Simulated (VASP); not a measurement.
# AlN (P6_3mc) in VASP: notebook

The runs below take AlN through single point, with PBEsol.

Everything below comes from runs of VASP 6.6.1. Logs are shortened: lines on timing, memory, paths and dates and some standing lists are left out, and cuts for length are marked.

### Step 1. The cell of the first run

It takes space group P6_3mc (No. 186, hexagonal). The conventional cell has a = 3.083 Å, b = 3.083 Å, c = 5.013 Å, α = 90.00°, β = 90.00°, γ = 120.00°. Al (site symmetry 3m) has 4 N at 1.88 to 1.90 Å within 2.5 Å. N (site symmetry 3m) has 4 Al at 1.88 to 1.90 Å within 2.5 Å.

### Step 2. Single point, PBEsol (in-plane strain -0.01, then relaxed in part)

The input, INCAR:

```
PREC     = Accurate       # precision mode
ENCUT    = 520            # plane-wave cutoff, eV
EDIFF    = 1E-6           # SCF threshold, eV
ISMEAR   = 0              # smearing method
SIGMA    = 0.01           # smearing width, eV
LREAL    = False          # projectors in reciprocal space
LASPH    = True           # aspherical terms in the spheres
NELM     = 80             # most SCF steps
ALGO     = Normal         # electronic algorithm
ISIF     = 2              # what is computed and relaxed
LWAVE    = False          # write WAVECAR
LCHARG   = False          # write CHGCAR
GGA      = PS             # functional
NBANDS   = 16             # bands
```

The input, KPOINTS:

```
regular mesh
0
Gamma
  8 8 6
```

The input, POSCAR:

```
AlN
1.0
    3.0826912323      0.0000000000      0.0000000000
   -1.5413456161      2.6696889192      0.0000000000
    0.0000000000      0.0000000000      5.0128117687
Al N
2 2
Direct
    0.3333333333      0.6666666667      0.0004725323
    0.6666666667      0.3333333333      0.5004725323
    0.3333333333      0.6666666667      0.3795274677
    0.6666666667      0.3333333333      0.8795274677
```

Potentials or basis: VASP PAW PBE potentials, release 64 (Al, N).

Command:

```bash
> cat potpaw_PBE.64/Al/POTCAR potpaw_PBE.64/N/POTCAR > POTCAR
> mpirun -np 1 vasp_std > vasp.out
```

OUTCAR:

```text
PREC = Accurate
   ENCUT = 520
   EDIFF = 1E-6
   ISMEAR = 0
   LREAL = False
   LASPH = True
   NELM = 80
   ISIF = 2
   GGA = PS

 ion  position               nearest neighbor table
   1  0.333  0.667  0.000-   4 1.88   4 1.88   4 1.88   3 1.90   2 3.07   2 3.07   2 3.07   2 3.07
                             2 3.07   2 3.07
   2  0.667  0.333  0.500-   3 1.88   3 1.88   3 1.88   4 1.90   1 3.07   1 3.07   1 3.07   1 3.07
                             1 3.07   1 3.07
   3  0.333  0.667  0.380-   2 1.88   2 1.88   2 1.88   1 1.90
   4  0.667  0.333  0.880-   1 1.88   1 1.88   1 1.88   2 1.90

  LATTYP: Found a hexagonal cell.
 ALAT       =     3.0826912323
 C/A-ratio  =     1.6261154267

  Lattice vectors:

 A1 = (   3.0826912323,   0.0000000000,   0.0000000000)
 A2 = (  -1.5413456161,   2.6696889192,   0.0000000000)
 A3 = (   0.0000000000,   0.0000000000,   5.0128117687)

Analysis of symmetry for initial positions (statically):
=====================================================================
 Subroutine PRICEL returns:
 Original cell was already a primitive cell.

 Routine SETGRP: Setting up the symmetry group for a
 hexagonal supercell.

 Subroutine GETGRP returns: Found 12 space group operations
 (whereof  6 operations were pure point group operations)
 out of a pool of 24 trial point group operations.

The static configuration has the point symmetry C_3v.
 The point group associated with its full space group is C_6v.

Analysis of symmetry for dynamics (positions and initial velocities):
=====================================================================
 Subroutine PRICEL returns:
 Original cell was already a primitive cell.

 Routine SETGRP: Setting up the symmetry group for a
 hexagonal supercell.

 Subroutine GETGRP returns: Found 12 space group operations
 (whereof  6 operations were pure point group operations)
 out of a pool of 24 trial point group operations.

The dynamic configuration has the point symmetry C_3v.
 The point group associated with its full space group is C_6v.

 Subroutine INISYM returns: Found 12 space group operations
 (whereof  6 operations are pure point group operations),
 and found     1 'primitive' translations

----------------------------------------------------------------------------------------

                                     Primitive cell

  volume of cell :      41.2546

  direct lattice vectors                    reciprocal lattice vectors
     3.082691232  0.000000000  0.000000000     0.324391879  0.187287738  0.000000000
    -1.541345616  2.669688919  0.000000000     0.000000000  0.374575477  0.000000000
     0.000000000  0.000000000  5.012811769     0.000000000  0.000000000  0.199488839

  length of vectors
     3.082691232  3.082691232  5.012811769     0.374575477  0.374575477  0.199488839

  position of ions in fractional coordinates (direct lattice)
     0.333333333  0.666666667  0.000472532
     0.666666667  0.333333333  0.500472532
     0.333333333  0.666666667  0.379527468
     0.666666667  0.333333333  0.879527468

  ion indices of the primitive-cell ions
   primitive index   ion index
                 1           1
                 2           2
                 3           3
                 4           4

----------------------------------------------------------------------------------------

 KPOINTS: regular mesh

Automatic generation of k-mesh.
 Grid dimensions read from file:
 generate k-points for:    8    8    6

 Generating k-lattice:

  Cartesian coordinates                     Fractional coordinates (reciprocal lattice)
     0.040548985  0.023410967  0.000000000     0.125000000 -0.000000000  0.000000000
     0.000000000  0.046821935  0.000000000     0.000000000  0.125000000  0.000000000
     0.000000000  0.000000000  0.033248140     0.000000000  0.000000000  0.166666667

  Length of vectors
     0.046821935  0.046821935  0.033248140

  Shift w.r.t. Gamma in fractional coordinates (k-lattice)
     0.000000000  0.000000000  0.000000000

 Subroutine IBZKPT returns following result:
 ===========================================

 Found     40 irreducible k-points:

 Following reciprocal coordinates:
            Coordinates               Weight
  0.000000  0.000000  0.000000      1.000000
  0.125000  0.000000  0.000000      6.000000
  0.250000  0.000000  0.000000      6.000000
  0.375000 -0.000000  0.000000      6.000000
  0.500000  0.000000  0.000000      3.000000
  0.125000  0.125000  0.000000      6.000000
[... 16 lines left out ...]
  0.250000  0.000000  0.333333     12.000000
  0.375000 -0.000000  0.333333     12.000000
 [... further k-points ...]
   k-points           NKPTS =     40   k-points in BZ     NKDIM =     40   number of bands    NBANDS=     16
   number of dos      NEDOS =    301   number of ions     NIONS =      4
   total plane-waves  NPLWV =  23040
   dimension x,y,z NGX =    24 NGY =   24 NGZ =   40
   dimension x,y,z NGXF=    48 NGYF=   48 NGZF=   80
   ions per type =               2   2
   NGX,Y,Z   is equivalent  to a cutoff of  12.94, 12.94, 13.27 a.u.
   NGXF,Y,Z  is equivalent  to a cutoff of  25.89, 25.89, 26.53 a.u.
 SYSTEM =  unknown system
   PREC   = accura    normal or accurate (medium, high low for compatibility)
   ISTART =      0    job   : 0-new  1-cont  2-samecut
   ICHARG =      2    charge: 1-file 2-atom 10-const
   ISPIN  =      1    spin polarized calculation?
   LNONCOLLINEAR =      F non collinear calculations
   LSORBIT =      F    spin-orbit coupling
   LASPH  =      T    aspherical Exc in radial PAW
   ENCUT  =  520.0 eV  38.22 Ry    6.18 a.u.   5.73  5.73  9.32*2*pi/ulx,y,z
   NELM   =     80;   NELMIN=  2; NELMDL= -5     # of ELM steps
   EDIFF  = 0.1E-05   stopping-criterion for ELM
   LREAL  =      F    real-space projection
   EDIFFG = 0.1E-04   stopping-criterion for IOM
   NSW    =      0    number of steps for IOM
   IBRION =     -1    ionic relax: 0-MD 1-quasi-New 2-CG
   NFREE  =      0    steps in history (QN), initial steepest desc. (CG)
   ISIF   =      2    stress and relaxation
   ISYM   =      2    0-nonsym 1-usesym 2-fastsym
   POTIM  = 0.5000    time-step for ionic-motion
   TEBEG  =    0.0;   TEEND  =   0.0 temperature during run
   PSTRESS=    0.0 pullay stress
   NELECT =      16.0000    total number of electrons
   NUPDOWN=      -1.0000    fix difference up-down
   EMIN   =  10.00;   EMAX   =-10.00  energy-range for DOS
   EFERMI =   0.00;   METHOD = LEGACY
   ISMEAR =     0;   SIGMA  =   0.01  broadening in eV -4-tet -1-fermi 0-gaus
   EFERMI_NEDOS =   21; number of points for ismear=-14 and -15
   IALGO  =     38    algorithm
   IMIX   =      4    mixing-type and parameters
     AMIX     =   0.40;   BMIX     =  1.00
     AMIX_MAG =   1.60;   BMIX_MAG =  1.00
  volume/ion in A,a.u.               =      10.31        69.60
  Fermi-wavevector in a.u.,A,eV,Ry     =   1.193871  2.256089 19.392770  1.425328
  Thomas-Fermi vector in A             =   2.329875
   LORBIT       =      0    0 simple, 1 ext, 2 COOP (PROOUT), +10 PAW based schemes
   GGA     = PS    functional components
   LHFCALC =     F    Hartree Fock is set to
   AEXX    =    0.0000 exact exchange contribution
   IVDW    =     0    specifies the selected vdW correction
   LEPSILON=     F    determine dielectric tensor
   LRPA    =     F    only Hartree local field effects (RPA)
 non-spin polarized calculation
 Gauss-broadening in eV      SIGMA  =   0.01
  energy-cutoff  :      520.00
  volume of cell :       41.25
 maximum number of plane-waves:      1126
 NGX is ok and might be reduce to    24
   NGX = 11   NGY = 11   NGZ = 19

 number of electron      15.9999996 magnetization

 Free energy of the ion-electron system (eV)
  ---------------------------------------------------
  ext. energy  EPLUGINS =         0.00000000
  ---------------------------------------------------
  free energy    TOTEN  =       -31.29998476 eV

  energy without entropy =      -31.29998476  energy(sigma->0) =      -31.29998476

 E-fermi :   6.2134     XC(G=0): -11.1623

 val. band max:        6.0860723468   @ k =   0.0000   0.0000   0.0000
 cond. band min:      10.4023883448   @ k =   0.0000   0.0000   0.0000
 fundamental gap:      4.3163159980
 Fermi energy:         6.2133648543

 k-point     1 :       0.0000    0.0000    0.0000
  band No.  band energies     occupation
      1      -9.0583      2.00000
      2      -6.9009      2.00000
      3       0.0124      2.00000
      4       5.3884      2.00000
      5       5.3884      2.00000
      6       6.0016      2.00000
[... 8 lines left out ...]
     15      19.4452      0.00000
     16      19.4452      0.00000

 k-point     2 :       0.1250    0.0000    0.0000
  band No.  band energies     occupation
      1      -8.8528      2.00000
      2      -6.7813      2.00000
      3       0.2559      2.00000
      4       4.4876      2.00000
      5       5.1393      2.00000
      6       5.1584      2.00000
[... 8 lines left out ...]
     15      19.0797      0.00000
     16      19.3225      0.00000

 k-point     3 :       0.2500    0.0000    0.0000
  band No.  band energies     occupation
      1      -8.2787      2.00000
      2      -6.4945      2.00000
      3       0.9565      2.00000
      4       2.7034      2.00000
      5       3.6868      2.00000
      6       4.6643      2.00000
[... 8 lines left out ...]
     15      18.2596      0.00000
     16      19.6021      0.00000

 k-point     4 :       0.3750   -0.0000    0.0000
  band No.  band energies     occupation
      1      -7.4990      2.00000
      2      -6.2744      2.00000
      3       1.2007      2.00000
      4       1.9846      2.00000
      5       2.4329      2.00000
      6       4.2775      2.00000
[... 8 lines left out ...]
     15      18.4497      0.00000
     16      21.1556      0.00000
[... 324 lines left out ...]
 k-point    22 :       0.1250    0.0000    0.3333
  band No.  band energies     occupation
      1      -8.4494      2.00000
      2      -7.4515      2.00000
      3       1.4914      2.00000
      4       3.8673      2.00000
      5       4.8171      2.00000
      6       5.3285      2.00000
[... 8 lines left out ...]
     15      18.4992      0.00000
     16      18.7224      0.00000

 k-point    23 :       0.2500    0.0000    0.3333
  band No.  band energies     occupation
      1      -7.9136      2.00000
      2      -7.0423      2.00000
      3       1.5510      2.00000
      4       2.6976      2.00000
      5       3.7091      2.00000
      6       4.9105      2.00000
[... 8 lines left out ...]
     15      18.6275      0.00000
     16      19.5216      0.00000

 k-point    24 :       0.3750   -0.0000    0.3333
  band No.  band energies     occupation
      1      -7.2169      2.00000
      2      -6.6045      2.00000
      3       0.8307      2.00000
      4       1.4693      2.00000
      5       3.6507      2.00000
      6       4.5564      2.00000
[... 8 lines left out ...]
     15      18.4156      0.00000
     16      20.3816      0.00000

 [... further k-points ...]

------------------------ aborting loop because EDIFF is reached ----------------------------------------

  FORCE on cell =-STRESS in cart. coord.  units (eV):
  Direction    XX          YY          ZZ          XY          YZ          ZX
  --------------------------------------------------------------------------------------
  -------------------------------------------------------------------------------------
  Total        1.2014460      1.2014460     -0.0165247      0.0000000     -0.0000000      0.0000000
  in kB       46.6597889     46.6597889     -0.6417608      0.0000000     -0.0000000      0.0000000
  external PRESSURE =      30.8926057 kB  Pullay stress =       0.0000000 kB

 VOLUME and BASIS-vectors are now :
 -----------------------------------------------------------------------------
  energy-cutoff  :      520.00
  volume of cell :       41.25
      direct lattice vectors                 reciprocal lattice vectors
     3.082691232  0.000000000  0.000000000     0.324391879  0.187287738  0.000000000
    -1.541345616  2.669688919  0.000000000     0.000000000  0.374575477  0.000000000
     0.000000000  0.000000000  5.012811769     0.000000000  0.000000000  0.199488839

 POSITION                                       TOTAL-FORCE (eV/Angst)
 -----------------------------------------------------------------------------------
     -0.00000      1.77979      0.00237        -0.000000      0.000000      0.000972
      1.54135      0.88990      2.50877         0.000000      0.000000      0.000972
     -0.00000      1.77979      1.90250         0.000000     -0.000000     -0.000972
      1.54135      0.88990      4.40891        -0.000000     -0.000000     -0.000972
 -----------------------------------------------------------------------------------
    total drift:                               -0.000000     -0.000000     -0.000714

  FREE ENERGIE OF THE ION-ELECTRON SYSTEM (eV)
  ---------------------------------------------------
  free  energy   TOTEN  =       -31.2999847633 eV

  energy  without entropy=      -31.2999847633  energy(sigma->0) =      -31.29998476
```

Run time: 13 s. Hardware: 1 thread of Intel Xeon 6975P-C, shared host; peak memory 0.16 GiB.

What came out:

```
Free energy            : -31.3000 eV
Pressure               : 3.1 GPa
Band gap on the k mesh : 4.32 eV, direct
```

Caveat: the cell differs from its parent crystal (in-plane strain -0.01, then relaxed in part); the PAW data sets were made with another functional, which shifts forces and pressure a little. A k mesh can miss the band edges.

### Step 3. Single point, PBEsol (in-plane strain -0.01)

The input, INCAR:

```
PREC = Accurate ; ENCUT = 520
EDIFF = 1E-6 ; ISMEAR = 0
SIGMA = 0.01 ; LREAL = F
LASPH = T ; NELM = 60
ALGO = Normal ; ISIF = 2
LWAVE = F ; LCHARG = F
GGA = PS ; NBANDS = 16
```

The input, KPOINTS:

```
Automatic mesh
0
Gamma
  8 8 6
```

The input, POSCAR:

```
AlN
1.0
    3.0826912323      0.0000000000      0.0000000000
   -1.5413456161      2.6696889192      0.0000000000
    0.0000000000      0.0000000000      5.0127493160
Al N
2 2
Direct
    0.3333333333      0.6666666667     -0.0010085599
    0.6666666667      0.3333333333      0.4989914401
    0.3333333333      0.6666666667      0.3810085599
    0.6666666667      0.3333333333      0.8810085599
```

Potentials or basis: VASP PAW PBE potentials, release 64 (Al, N).

Command:

```bash
> cat potpaw_PBE.64/Al/POTCAR potpaw_PBE.64/N/POTCAR > POTCAR
> mpirun -np 1 vasp_std > vasp.out
```

OUTCAR:

```text
PREC = Accurate
   ENCUT = 520
   EDIFF = 1E-6
   ISMEAR = 0
   LREAL = F
   LASPH = T
   NELM = 60
   ISIF = 2
   GGA = PS

 ion  position               nearest neighbor table
   1  0.333  0.667  0.999-   4 1.88   4 1.88   4 1.88   3 1.91   2 3.07   2 3.07   2 3.07   2 3.07
                             2 3.07   2 3.07
   2  0.667  0.333  0.499-   3 1.88   3 1.88   3 1.88   4 1.91   1 3.07   1 3.07   1 3.07   1 3.07
                             1 3.07   1 3.07
   3  0.333  0.667  0.381-   2 1.88   2 1.88   2 1.88   1 1.91
   4  0.667  0.333  0.881-   1 1.88   1 1.88   1 1.88   2 1.91

  LATTYP: Found a hexagonal cell.
 ALAT       =     3.0826912323
 C/A-ratio  =     1.6260951676

  Lattice vectors:

 A1 = (   3.0826912323,   0.0000000000,   0.0000000000)
 A2 = (  -1.5413456161,   2.6696889192,   0.0000000000)
 A3 = (   0.0000000000,   0.0000000000,   5.0127493160)

Analysis of symmetry for initial positions (statically):
=====================================================================
 Subroutine PRICEL returns:
 Original cell was already a primitive cell.

[... 179 lines left out ...]
 cond. band min:      10.4052474243   @ k =   0.0000   0.0000   0.0000
 fundamental gap:      4.2723136582
 Fermi energy:         6.2040520479

 k-point     1 :       0.0000    0.0000    0.0000
  band No.  band energies     occupation
      1      -9.0594      2.00000
      2      -6.9049      2.00000
      3       0.0294      2.00000
      4       5.3659      2.00000
      5       5.3659      2.00000
      6       5.9793      2.00000
[... 433 lines left out ...]
      3       0.8282      2.00000
      4       1.4650      2.00000
      5       3.6644      2.00000
      6       4.5392      2.00000
[... 8 lines left out ...]
     15      18.4348      0.00000
     16      20.3866      0.00000

 [... further k-points ...]

------------------------ aborting loop because EDIFF is reached ----------------------------------------

  FORCE on cell =-STRESS in cart. coord.  units (eV):
  Direction    XX          YY          ZZ          XY          YZ          ZX
  --------------------------------------------------------------------------------------
  -------------------------------------------------------------------------------------
  Total        1.3863457      1.3863457     -0.3560801      0.0000000     -0.0000000      0.0000000
  in kB       53.8412902     53.8412902    -13.8290262      0.0000000     -0.0000000      0.0000000
  external PRESSURE =      31.2845181 kB  Pullay stress =       0.0000000 kB

 VOLUME and BASIS-vectors are now :
 -----------------------------------------------------------------------------
  energy-cutoff  :      520.00
  volume of cell :       41.25
      direct lattice vectors                 reciprocal lattice vectors
     3.082691232  0.000000000  0.000000000     0.324391879  0.187287738  0.000000000
    -1.541345616  2.669688919  0.000000000     0.000000000  0.374575477  0.000000000
     0.000000000  0.000000000  5.012749316     0.000000000  0.000000000  0.199491324

 POSITION                                       TOTAL-FORCE (eV/Angst)
 -----------------------------------------------------------------------------------
     -0.00000      1.77979      5.00769        -0.000000     -0.000000      0.187974
      1.54135      0.88990      2.50132        -0.000000      0.000000      0.187974
     -0.00000      1.77979      1.90990         0.000000      0.000000     -0.187974
      1.54135      0.88990      4.41628         0.000000      0.000000     -0.187974
 -----------------------------------------------------------------------------------
    total drift:                               -0.000000      0.000000     -0.000539

  FREE ENERGIE OF THE ION-ELECTRON SYSTEM (eV)
  ---------------------------------------------------
  free  energy   TOTEN  =       -31.2971382845 eV

  energy  without entropy=      -31.2971382845  energy(sigma->0) =      -31.29713828
```

It took 12 s on 1 thread of Intel Xeon 6975P-C, shared host; peak memory 0.16 GiB.

Results:

```yaml
Free_energy: -31.2971 eV
Pressure: 3.1 GPa
Largest_force: 0.188 eV/Å
Band_gap_on_the_k_mesh: 4.27 eV, direct
```

Forces on the atoms (eV/Å):
```
Al   0.000  0.000  0.188
Al   0.000  0.000  0.188
N    0.000  0.000 -0.188
N    0.000  0.000 -0.188
```

Caveat: the cell differs from its parent crystal (in-plane strain -0.01); the PAW data sets were made with another functional, which shifts forces and pressure a little.
